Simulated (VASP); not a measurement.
# Sn: vibrations by perturbation theory with PBEsol

The system is Sn.

```
Sn
1.0
     0.00000    3.08618    3.08618
     3.08618    0.00000    3.08618
     3.08618    3.08618    0.00000
Sn
2
Direct
  0.50000 0.50000 0.50000
  0.75000 0.75000 0.75000
```

```
Program                : VASP 6.6.1
Task                   : vibrations by perturbation theory
Functional             : PBEsol
Potentials or basis    : VASP PAW PBE potentials, release 64 (Sn_d)
Cutoff                 : 520 eV
k mesh                 : 12 × 12 × 12
Occupations            : fermi-dirac, width 0.15 eV
Spin                   : no spin polarisation
Dipole correction      : no
Further INCAR settings : ALGO = Normal; EDIFF = 1e-08; NBANDS = 21; IBRION = 8; NSW = 1
```

```yaml
Highest_phonon_frequency_at_Γ: 226 cm⁻¹
```

Phonon frequencies in cm⁻¹ (negative: imaginary):
```tsv
q point	frequencies
(0.000, 0.000, 0.000)	0 0 0 226 226 226
```

It took 4.1 min on 1 thread of Intel(R) Xeon(R) 6975P-C (Granite Rapids) (shared host), peak memory 0.69 GiB.

Caveat: the cell wasn't relaxed at this level first, which shifts response properties.
